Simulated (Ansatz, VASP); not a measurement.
Cl in VASP and in Ansatz

File INCAR:

```
SYSTEM = Cl
  PREC = Accurate
  ENCUT = 520
  EDIFF = 1E-6
  ISMEAR = -1
  SIGMA = 0.05
  LREAL = .False.
  LASPH = .True.
  NELM = 80
  ALGO = Normal
  ISIF = 2
  LWAVE = .False.
  LCHARG = .False.
  GGA = PE
  NBANDS = 22
```

File KPOINTS:

```
Automatic mesh
0
Gamma
  7 7 4
  0 0 0
```

File POSCAR:

```
Cl
1.0
    3.0807983119     -2.2040687446      0.0000000000
    3.0807983119      2.2040687446      0.0000000000
    0.0000000000      0.0000000000      8.0424019526
Cl
4
Direct
    0.3700000000      0.6300000000      0.4000000000
    0.1300000000      0.8700000000      0.9000000000
    0.6300000000      0.3700000000      0.6000000000
    0.8700000000      0.1300000000      0.1000000000
```

Contents of input.yaml:

```yaml
crystal:
  lattice:
    - [3.0807983119, -2.2040687446, 0.0]
    - [3.0807983119, 2.2040687446, 0.0]
    - [0.0, 0.0, 8.0424019526]
  atoms:
    - { symbol: Cl, position: [0.37, 0.63, 0.4] }
    - { symbol: Cl, position: [0.13, 0.87, 0.9] }
    - { symbol: Cl, position: [0.63, 0.37, 0.6] }
    - { symbol: Cl, position: [0.87, 0.13, 0.1] }
hamiltonian:
  xc: pbe
  pseudopotentials: { kind: paw }
kpoints:
  mp_grid: { grid: [7, 7, 4] }
scf:
  occupations: { method: fermi_dirac, width: 0.05 }
output:
  forces: true
  stress: true
  eigenvalues: true
  write_density: true
  write_potential: true
  elf: true
  volumetric_format: npy
```

Alike in both runs: task single point; functional PBE; k mesh 7 × 7 × 4; occupations fermi-dirac, width 0.05 eV; no spin polarisation.

|  | VASP | Ansatz |
| --- | --- | --- |
| version | VASP 6.6.1 | Ansatz 0.2.0 |
| potentials or method | VASP PAW PBE potentials, release 64 (Cl) | Ansatz PAW |
| plane-wave cutoff (eV) | 520 | 420 |
| valence electrons in the cell | 28 | 28 |

Ansatz gave:

```
gap on the k mesh at the Fermi level (eV)                     : 2.72
least direct gap on the mesh (eV)                             : 2.79
pressure (GPa)                                                : 2.7
traceless stress, the component that is largest in VASP (GPa) : 1.17
rms of the force components (eV/Å)                            : 0.473
```

Which values does VASP return?

gap on the k mesh at the Fermi level (eV): 2.77; least direct gap on the mesh (eV): 2.84; pressure (GPa): 2.2; traceless stress, the component that is largest in VASP (GPa): 0.76; rms of the force components (eV/Å): 0.344.

Atom by atom the forces differ by 0.129 eV/Å (rms over components).

Noted on Ansatz's run: odd divisions of the mesh miss points on the zone boundary, where band edges often lie, so the gap on the mesh can be too wide.
